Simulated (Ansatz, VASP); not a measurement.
## Si2W: VASP beside Ansatz

Contents of INCAR:

```
PREC = Accurate
ENCUT = 520
EDIFF = 1E-6
ISMEAR = 1
SIGMA = 0.05
LREAL = False
LASPH = True
NELM = 60
ALGO = Normal
ISIF = 2
LWAVE = False
LCHARG = False
GGA = PE
NBANDS = 18
```

KPOINTS

```
Automatic mesh
0
Gamma
  12 12 12
```

POSCAR

```
Si2W
1.0
   -1.6069000000      1.6069000000      3.9149500000
    1.6069000000     -1.6069000000      3.9149500000
    1.6069000000      1.6069000000     -3.9149500000
Si W
2 1
Direct
    0.3347000000      0.3347000000      0.0000000000
    0.6653000000      0.6653000000      0.0000000000
    0.0000000000      0.0000000000      0.0000000000
```

Input for Ansatz:

```yaml
crystal:
  lattice:
    - [-1.6069, 1.6069, 3.91495]
    - [1.6069, -1.6069, 3.91495]
    - [1.6069, 1.6069, -3.91495]
  atoms:
    - { symbol: Si, position: [0.33469999999999994, 0.3347, 0.0] }
    - { symbol: Si, position: [0.6653, 0.6652999999999999, 0.0] }
    - { symbol: W, position: [0.0, 0.0, 0.0] }
kpoints:
  mp_grid:
    grid: [12, 12, 12]
    shift: [0.0, 0.0, 0.0]
hamiltonian:
  xc: pbe
scf:
  occupations:
    method: cold
    width: 0.05
output:
  stress: true
```

Alike in both runs: task single point; functional PBE; k mesh 12 × 12 × 12; no spin polarisation.

|  | VASP | Ansatz |
| --- | --- | --- |
| version | VASP 6.6.1 | Ansatz 0.2.0 |
| potentials or method | VASP PAW PBE potentials, release 64 (Si, W_sv) | plane waves, PAW |
| plane-wave cutoff (eV) | 520 | 420 |
| occupations | methfessel-paxton of order 1, width 0.05 eV | cold, width 0.05 eV |
| valence electrons in the cell | 22 | 22 |

```csv
,VASP,Ansatz,Ansatz less VASP
pressure (GPa),3.3,3.3,-0.07
"traceless stress, the component that is largest in VASP (GPa)",0.38,0.43,+0.046
```

Spin-orbit coupling is off throughout.
